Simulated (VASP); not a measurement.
# Si2Ge in VASP: a series of runs

Runs on Si2Ge. Level: PBE. Tasks: single point.

Everything below comes from runs of VASP 6.6.1. Logs are shortened: lines on timing, memory, paths and dates and some standing lists are left out, and cuts for length are marked.

### 1 The cell of the first run

It takes space group P6/mmm (No. 191, hexagonal). The conventional cell has a = 4.465 Å, b = 4.465 Å, c = 2.801 Å, α = 90.00°, β = 90.00°, γ = 120.00°. Within 3.4 Å of Si (site symmetry -6m2) lie 5 Si at 2.58 to 2.80 Å and 6 Ge at 2.93 Å. Within 3.7 Å of Ge (site symmetry 6/mmm) lie 2 Ge at 2.80 Å and 12 Si at 2.93 Å.

### 2 Single point, PBE

File INCAR:

```
SYSTEM = Si2Ge
ALGO = Normal
EDIFF = 1E-6
ENCUT = 500
GGA = PE
GGA_COMPAT = .False.
ISIF = 2
ISMEAR = 0
LASPH = .True.
LCHARG = .False.
LREAL = .False.
LWAVE = .False.
NBANDS = 18
NELM = 120
PREC = Accurate
SIGMA = 0.2
```

File KPOINTS:

```
k-points
0
Gamma
  5 5 6
  0 0 0
```

File POSCAR:

```
Si2Ge
1.0
    4.4654485799     -0.0000000026      0.0000000000
   -2.2327242877      3.8671919108      0.0000000000
    0.0000000000      0.0000000000      2.8013600387
Si Ge
2 1
Direct
    0.6666666667      0.3333333333      0.5000000000
    0.3333333333      0.6666666667      0.5000000000
    0.0000000000      0.0000000000      0.0000000000
```

Potentials or basis: VASP PAW PBE potentials, release 64 (Si, Ge_d).

Launch:

```sh
> cat potpaw_PBE.64/Si/POTCAR potpaw_PBE.64/Ge_d/POTCAR > POTCAR
> mpirun -np 1 vasp_std > vasp.out
```

OUTCAR:

```text
SYSTEM = Si2Ge
   EDIFF = 1E-6
   ENCUT = 500
   GGA = PE
   ISIF = 2
   ISMEAR = 0
   LASPH = .True.
   LREAL = .False.
   NELM = 120
   PREC = Accurate

 ion  position               nearest neighbor table
   1  0.667  0.333  0.500-   2 2.58   2 2.58   2 2.58   3 2.93   3 2.93   3 2.93   3 2.93   3 2.93
                             3 2.93
   2  0.333  0.667  0.500-   1 2.58   1 2.58   1 2.58   3 2.93   3 2.93   3 2.93   3 2.93   3 2.93
                             3 2.93
   3  0.000  0.000  0.000-   1 2.93   2 2.93   1 2.93   2 2.93   1 2.93   1 2.93   2 2.93   2 2.93
                             1 2.93   1 2.93   2 2.93   2 2.93

  LATTYP: Found a hexagonal cell.
 ALAT       =     4.4654485799
 C/A-ratio  =     0.6273412376

  Lattice vectors:

 A1 = (   4.4654485799,  -0.0000000026,   0.0000000000)
 A2 = (  -2.2327242877,   3.8671919108,   0.0000000000)
 A3 = (   0.0000000000,   0.0000000000,   2.8013600387)

Analysis of symmetry for initial positions (statically):
=====================================================================
 Subroutine PRICEL returns:
 Original cell was already a primitive cell.

 Routine SETGRP: Setting up the symmetry group for a
 hexagonal supercell.

 Subroutine GETGRP returns: Found 24 space group operations
 (whereof 24 operations were pure point group operations)
 out of a pool of 24 trial point group operations.

The static configuration has the point symmetry D_6h.

Analysis of symmetry for dynamics (positions and initial velocities):
=====================================================================
 Subroutine PRICEL returns:
 Original cell was already a primitive cell.

 Routine SETGRP: Setting up the symmetry group for a
 hexagonal supercell.

 Subroutine GETGRP returns: Found 24 space group operations
 (whereof 24 operations were pure point group operations)
 out of a pool of 24 trial point group operations.

The dynamic configuration has the point symmetry D_6h.

 Subroutine INISYM returns: Found 24 space group operations
 (whereof 24 operations are pure point group operations),
 and found     1 'primitive' translations

----------------------------------------------------------------------------------------

                                     Primitive cell

  volume of cell :      48.3760

  direct lattice vectors                    reciprocal lattice vectors
     4.465448580 -0.000000003  0.000000000     0.223941667  0.129292782  0.000000000
    -2.232724288  3.867191911  0.000000000     0.000000000  0.258585564  0.000000000
     0.000000000  0.000000000  2.801360039     0.000000000  0.000000000  0.356969467

  length of vectors
     4.465448580  4.465448580  2.801360039     0.258585564  0.258585564  0.356969467

  position of ions in fractional coordinates (direct lattice)
     0.666666667  0.333333333  0.500000000
     0.333333333  0.666666667  0.500000000
     0.000000000  0.000000000  0.000000000

  ion indices of the primitive-cell ions
   primitive index   ion index
                 1           1
                 2           2
                 3           3

----------------------------------------------------------------------------------------

 KPOINTS: k-points

Automatic generation of k-mesh.
 Grid dimensions read from file:
 generate k-points for:    5    5    6

 Generating k-lattice:

  Cartesian coordinates                     Fractional coordinates (reciprocal lattice)
     0.044788333  0.025858556  0.000000000     0.200000000  0.000000000  0.000000000
     0.000000000  0.051717113  0.000000000     0.000000000  0.200000000  0.000000000
     0.000000000  0.000000000  0.059494911     0.000000000  0.000000000  0.166666667

  Length of vectors
     0.051717113  0.051717113  0.059494911

  Shift w.r.t. Gamma in fractional coordinates (k-lattice)
     0.000000000  0.000000000  0.000000000

 Subroutine IBZKPT returns following result:
 ===========================================

 Found     20 irreducible k-points:

 Following reciprocal coordinates:
            Coordinates               Weight
  0.000000  0.000000  0.000000      1.000000
  0.200000 -0.000000  0.000000      6.000000
  0.400000  0.000000  0.000000      6.000000
  0.200000  0.200000  0.000000      6.000000
  0.400000  0.200000  0.000000      6.000000
  0.000000  0.000000  0.166667      2.000000
[... 12 lines left out ...]
  0.200000  0.200000  0.500000      6.000000
  0.400000  0.200000  0.500000      6.000000
   k-points           NKPTS =     20   k-points in BZ     NKDIM =     20   number of bands    NBANDS=     18
   number of dos      NEDOS =    301   number of ions     NIONS =      3
   total plane-waves  NPLWV =  25920
   dimension x,y,z NGX =    36 NGY =   36 NGZ =   20
   dimension x,y,z NGXF=    72 NGYF=   72 NGZF=   40
   ions per type =               2   1
   NGX,Y,Z   is equivalent  to a cutoff of  13.40, 13.40, 11.87 a.u.
   NGXF,Y,Z  is equivalent  to a cutoff of  26.81, 26.81, 23.74 a.u.
 SYSTEM =  Si2Ge
   PREC   = accura    normal or accurate (medium, high low for compatibility)
   ISTART =      0    job   : 0-new  1-cont  2-samecut
   ICHARG =      2    charge: 1-file 2-atom 10-const
   ISPIN  =      1    spin polarized calculation?
   LNONCOLLINEAR =      F non collinear calculations
   LSORBIT =      F    spin-orbit coupling
   LASPH  =      T    aspherical Exc in radial PAW
   ENCUT  =  500.0 eV  36.75 Ry    6.06 a.u.   8.14  8.14  5.11*2*pi/ulx,y,z
   NELM   =    120;   NELMIN=  2; NELMDL= -5     # of ELM steps
   EDIFF  = 0.1E-05   stopping-criterion for ELM
   LREAL  =      F    real-space projection
[... 7 lines left out ...]
   TEBEG  =    0.0;   TEEND  =   0.0 temperature during run
   PSTRESS=    0.0 pullay stress
   NELECT =      22.0000    total number of electrons
   NUPDOWN=      -1.0000    fix difference up-down
   EMIN   =  10.00;   EMAX   =-10.00  energy-range for DOS
   EFERMI =   0.00;   METHOD = LEGACY
   ISMEAR =     0;   SIGMA  =   0.20  broadening in eV -4-tet -1-fermi 0-gaus
   EFERMI_NEDOS =   21; number of points for ismear=-14 and -15
   IALGO  =     38    algorithm
   IMIX   =      4    mixing-type and parameters
     AMIX     =   0.40;   BMIX     =  1.00
     AMIX_MAG =   1.60;   BMIX_MAG =  1.00
  volume/ion in A,a.u.               =      16.13       108.82
  Fermi-wavevector in a.u.,A,eV,Ry     =   1.258942  2.379056 21.564358  1.584936
  Thomas-Fermi vector in A             =   2.392527
   LORBIT       =      0    0 simple, 1 ext, 2 COOP (PROOUT), +10 PAW based schemes
   GGA     = PE    functional components
   LHFCALC =     F    Hartree Fock is set to
   AEXX    =    0.0000 exact exchange contribution
   IVDW    =     0    specifies the selected vdW correction
   LEPSILON=     F    determine dielectric tensor
   LRPA    =     F    only Hartree local field effects (RPA)
 non-spin polarized calculation
 Gauss-broadening in eV      SIGMA  =   0.20
  energy-cutoff  :      500.00
  volume of cell :       48.38
 maximum number of plane-waves:      1250
 NGX is ok and might be reduce to    36
   NGX = 17   NGY = 17   NGZ = 11

 number of electron      22.0000016 magnetization

 Free energy of the ion-electron system (eV)
  ---------------------------------------------------
  ext. energy  EPLUGINS =         0.00000000
  ---------------------------------------------------
  free energy    TOTEN  =       -13.88667619 eV

  energy without entropy =      -13.85050758  energy(sigma->0) =      -13.86859188

 E-fermi :   8.7332     XC(G=0): -11.2024

 val. band max:        8.6911910913   @ k =   0.0000   0.0000   0.5000
 cond. band min:       8.7388317304   @ k =   0.2000  -0.0000   0.0000
 fundamental gap:      0.0476406391
 Fermi energy:         8.7332079879

 k-point     1 :       0.0000    0.0000    0.0000
  band No.  band energies     occupation
      1     -16.2781      2.00000
      2     -16.2001      2.00000
      3     -16.2001      2.00000
      4     -16.1642      2.00000
      5     -16.1642      2.00000
      6      -5.1678      2.00000
[... 10 lines left out ...]
     17      19.3316      0.00000
     18      19.3316      0.00000

 k-point     2 :       0.2000   -0.0000    0.0000
  band No.  band energies     occupation
      1     -16.2778      2.00000
      2     -16.2003      2.00000
      3     -16.1992      2.00000
      4     -16.1643      2.00000
      5     -16.1642      2.00000
      6      -4.7776      2.00000
[... 10 lines left out ...]
     17      17.5310      0.00000
     18      18.2343      0.00000

 k-point     3 :       0.4000    0.0000    0.0000
  band No.  band energies     occupation
      1     -16.2773      2.00000
      2     -16.2007      2.00000
      3     -16.1976      2.00000
      4     -16.1646      2.00000
      5     -16.1643      2.00000
      6      -3.6245      2.00000
[... 10 lines left out ...]
     17      16.3569      0.00000
     18      17.6302      0.00000

 k-point     4 :       0.2000    0.2000    0.0000
  band No.  band energies     occupation
      1     -16.2774      2.00000
      2     -16.2002      2.00000
      3     -16.1983      2.00000
      4     -16.1645      2.00000
      5     -16.1643      2.00000
      6      -4.0029      2.00000
[... 10 lines left out ...]
     17      16.7276      0.00000
     18      16.7552      0.00000

 k-point     5 :       0.4000    0.2000    0.0000
  band No.  band energies     occupation
      1     -16.2771      2.00000
      2     -16.1999      2.00000
      3     -16.1980      2.00000
      4     -16.1646      2.00000
      5     -16.1644      2.00000
      6      -2.7104      2.00000
[... 10 lines left out ...]
     17      16.2606      0.00000
     18      17.3635      0.00000

 k-point     6 :       0.0000    0.0000    0.1667
  band No.  band energies     occupation
      1     -16.2382      2.00000
      2     -16.1980      2.00000
      3     -16.1980      2.00000
      4     -16.1798      2.00000
      5     -16.1798      2.00000
      6      -4.6505      2.00000
[... 10 lines left out ...]
     17      17.2683      0.00000
     18      18.0433      0.00000

 k-point     7 :       0.2000   -0.0000    0.1667
  band No.  band energies     occupation
      1     -16.2378      2.00000
      2     -16.1982      2.00000
      3     -16.1971      2.00000
      4     -16.1801      2.00000
      5     -16.1798      2.00000
      6      -4.2606      2.00000
[... 10 lines left out ...]
     17      16.8213      0.00000
     18      19.0876      0.00000

 k-point     8 :       0.4000    0.0000    0.1667
  band No.  band energies     occupation
      1     -16.2372      2.00000
      2     -16.1985      2.00000
      3     -16.1957      2.00000
      4     -16.1806      2.00000
      5     -16.1800      2.00000
      6      -3.1088      2.00000
[... 10 lines left out ...]
     17      14.5808      0.00000
     18      16.6468      0.00000
[... 145 lines left out ...]
     17      16.5518      0.00000
     18      16.7814      0.00000

 k-point    16 :       0.0000    0.0000    0.5000
  band No.  band energies     occupation
      1     -16.2259      2.00000
      2     -16.2259      2.00000
      3     -16.1917      2.00000
      4     -16.1917      2.00000
      5     -16.1183      2.00000
      6      -0.9245      2.00000
[... 10 lines left out ...]
     17      10.0343      0.00000
     18      12.1152      0.00000

 k-point    17 :       0.2000   -0.0000    0.5000
  band No.  band energies     occupation
      1     -16.2268      2.00000
      2     -16.2261      2.00000
      3     -16.1918      2.00000
      4     -16.1910      2.00000
      5     -16.1177      2.00000
      6      -0.5303      2.00000
[... 10 lines left out ...]
     17      12.8715      0.00000
     18      13.5980      0.00000

 k-point    18 :       0.4000    0.0000    0.5000
  band No.  band energies     occupation
      1     -16.2282      2.00000
      2     -16.2264      2.00000
      3     -16.1919      2.00000
      4     -16.1900      2.00000
      5     -16.1168      2.00000
      6       0.6345      2.00000
[... 10 lines left out ...]
     17      16.0188      0.00000
     18      16.5327      0.00000

 k-point    19 :       0.2000    0.2000    0.5000
  band No.  band energies     occupation
      1     -16.2277      2.00000
      2     -16.2266      2.00000
      3     -16.1916      2.00000
      4     -16.1904      2.00000
      5     -16.1170      2.00000
      6       0.2503      2.00000
[... 10 lines left out ...]
     17      14.9185      0.00000
     18      16.4114      0.00000

 k-point    20 :       0.4000    0.2000    0.5000
  band No.  band energies     occupation
      1     -16.2281      2.00000
      2     -16.2270      2.00000
      3     -16.1914      2.00000
      4     -16.1902      2.00000
      5     -16.1166      2.00000
      6       1.6318      2.00000
[... 10 lines left out ...]
     17      15.4381      0.00000
     18      17.4913      0.00000

------------------------ aborting loop because EDIFF is reached ----------------------------------------

  FORCE on cell =-STRESS in cart. coord.  units (eV):
  Direction    XX          YY          ZZ          XY          YZ          ZX
  --------------------------------------------------------------------------------------
  -------------------------------------------------------------------------------------
  Total        0.0537592      0.0537592      0.1423598     -0.0000000      0.0000000     -0.0000000
  in kB        1.7804669      1.7804669      4.7148536     -0.0000000      0.0000000     -0.0000000
  external PRESSURE =       2.7585958 kB  Pullay stress =       0.0000000 kB

 VOLUME and BASIS-vectors are now :
 -----------------------------------------------------------------------------
  energy-cutoff  :      500.00
  volume of cell :       48.38
      direct lattice vectors                 reciprocal lattice vectors
     4.465448580 -0.000000003  0.000000000     0.223941667  0.129292782  0.000000000
    -2.232724288  3.867191911  0.000000000     0.000000000  0.258585564  0.000000000
     0.000000000  0.000000000  2.801360039     0.000000000  0.000000000  0.356969467

 POSITION                                       TOTAL-FORCE (eV/Angst)
 -----------------------------------------------------------------------------------
      2.23272      1.28906      1.40068        -0.000000     -0.000000     -0.000000
      0.00000      2.57813      1.40068         0.000000      0.000000      0.000000
      0.00000      0.00000      0.00000        -0.000000      0.000000     -0.000000
 -----------------------------------------------------------------------------------
    total drift:                                0.000000     -0.000000      0.000000

  FREE ENERGIE OF THE ION-ELECTRON SYSTEM (eV)
  ---------------------------------------------------
  free  energy   TOTEN  =       -13.8866761901 eV

  energy  without entropy=      -13.8505075798  energy(sigma->0) =      -13.86859188
```

It took 15 s on 1 thread of Intel Xeon 6975P-C, shared host; peak memory 0.17 GiB.

Results:

```yaml
Free_energy: -13.8867 eV
Pressure: 0.3 GPa
Band_gap_on_the_k_mesh: zero (band 11 reaches 11.17 eV, above the bottom of band 12 at 5.03 eV)
```

Stress tensor (GPa, compression positive):
```
0.18 0.00 0.00
0.00 0.18 0.00
0.00 0.00 0.47
```

Caveat: the k points lie up to 0.37 Å⁻¹ apart.

### 3 Single point, PBE

This run uses another cell than the first one, of 16.08 Å³/atom, 0.997 times its volume.

File INCAR:

```
SYSTEM = Si2Ge
PREC = Accurate
ENCUT = 500
EDIFF = 1E-6
ISMEAR = 0
SIGMA = 0.2
LREAL = .False.
LASPH = .True.
NELM = 120
ALGO = Normal
ISIF = 2
LWAVE = .False.
LCHARG = .False.
GGA = PE
NBANDS = 18
GGA_COMPAT = .False.
```

File KPOINTS:

```
Automatic mesh
0
Gamma
  5 5 8
  0 0 0
```

File POSCAR:

```
Si2Ge
1.0
    4.4714017596      0.0000000000      0.0000000000
   -2.2357008798      3.8723475143      0.0000000000
    0.0000000000      0.0000000000      2.7857805518
Si Ge
2 1
Direct
    0.3333333333      0.6666666667      0.5000000000
    0.6666666667      0.3333333333      0.5000000000
    0.0000000000      0.0000000000      0.0000000000
```

Potentials or basis: VASP PAW PBE potentials, release 64 (Si, Ge_d).

Launch:

```sh
> cat potpaw_PBE.64/Si/POTCAR potpaw_PBE.64/Ge_d/POTCAR > POTCAR
> mpirun -np 1 vasp_std > vasp.out
```

It took 18 s on 1 thread of Intel Xeon 6975P-C, shared host; peak memory 0.17 GiB.

It converged, with:

```yaml
Free_energy: -13.9597 eV
Pressure: -0.1 GPa
Band_gap_on_the_k_mesh: zero (band 11 reaches 11.16 eV, above the bottom of band 12 at 5.03 eV)
```

Stress tensor (GPa, compression positive):
```
-0.43  0.00  0.00
 0.00 -0.43  0.00
 0.00  0.00  0.57
```

Levels at points of the mesh, in eV from the Fermi level:
```tsv
k point	band 8	band 9	band 10	band 11	band 12	band 13	band 14	band 15
(0.00, 0.00, 0.00)	-4.58	-3.80	-3.80	-3.75	-3.75	3.55	6.02	9.89
(0.00, 0.00, 0.50)	-1.18	-1.18	-0.84	-0.47	-0.28	-0.03	0.75	0.75
```

### 4 Single point, PBE

This run uses another cell than the first one, of 16.48 Å³/atom, 1.022 times its volume.

File INCAR:

```
PREC = Accurate
ENCUT = 500
EDIFF = 1E-6
ISMEAR = 0
SIGMA = 0.2
LREAL = F
LASPH = T
NELM = 120
ALGO = Normal
ISIF = 2
LWAVE = F
LCHARG = F
GGA = PE
NBANDS = 18
GGA_COMPAT = F
```

File KPOINTS:

```
Automatic mesh
0
Gamma
  5 5 6
```

File POSCAR:

```
Si2Ge
1.0
    2.4037410390     -4.1132584432      0.0000000000
    2.4037410390      4.1132584432      0.0000000000
    0.0000000000      0.0000000000      2.5005987193
Si Ge
2 1
Direct
    0.3336511397      0.6663488603      0.0000000000
    0.6663488603      0.3336511397      0.0000000000
    0.0000000000      0.0000000000      0.0000000000
```

Launch:

```sh
> cat potpaw_PBE.64/Si/POTCAR potpaw_PBE.64/Ge_d/POTCAR > POTCAR
> mpirun -np 1 vasp_std > vasp.out
```

Wall time 20 s (1 thread of Intel Xeon 6975P-C, shared host); peak memory 0.17 GiB.

Results (log left out):

| Item | Value |
| --- | --- |
| Free energy | -14.4755 eV |
| Pressure | 0.0 GPa |
| Band gap on the k mesh | zero (band 11 reaches 9.83 eV, above the bottom of band 12 at 4.19 eV) |

Forces in eV/Å, atoms in the order of the input:
```
Si   0.000 -0.002  0.000
Si   0.000  0.002  0.000
Ge   0.000  0.000  0.000
```

Stress tensor (GPa, compression positive):
```
-0.02  0.00  0.00
 0.00  0.31  0.00
 0.00  0.00 -0.33
```

Levels at points of the mesh, in eV from the Fermi level:
```
           k point  band 9  band 10  band 11  band 12  band 13  band 14
(0.00, 0.00, 0.00)   -3.98    -3.95    -3.79    -3.78     8.62     8.78
(0.00, 0.00, 0.50)   -1.09    -0.61    -0.14    -0.13     0.02     0.03
```

Caveat: the k points lie up to 0.42 Å⁻¹ apart.

### 5 Summary

```csv
cell,k mesh,gap on the mesh (eV),pressure (GPa)
"a = 4.465, b = 4.465, c = 2.801 Å, angles 90.0, 90.0, 120.0°, 3 atoms",5 × 5 × 6,none,0.3
"a = 4.471, b = 4.471, c = 2.786 Å, angles 90.0, 90.0, 120.0°, 3 atoms",5 × 5 × 8,none,-0.1
"a = 4.764, b = 4.764, c = 2.501 Å, angles 90.0, 90.0, 119.4°, 3 atoms",5 × 5 × 6,none,0.0
```

Alike in all rows: task single point; level PBE; potentials or basis VASP PAW PBE potentials, release 64 (Si, Ge_d); no spin polarisation; cutoff (eV) 500; smearing gaussian 0.2 eV.

Caveats: some runs use coarse meshes.

Absolute energies hang on the potentials; compare differences alone.
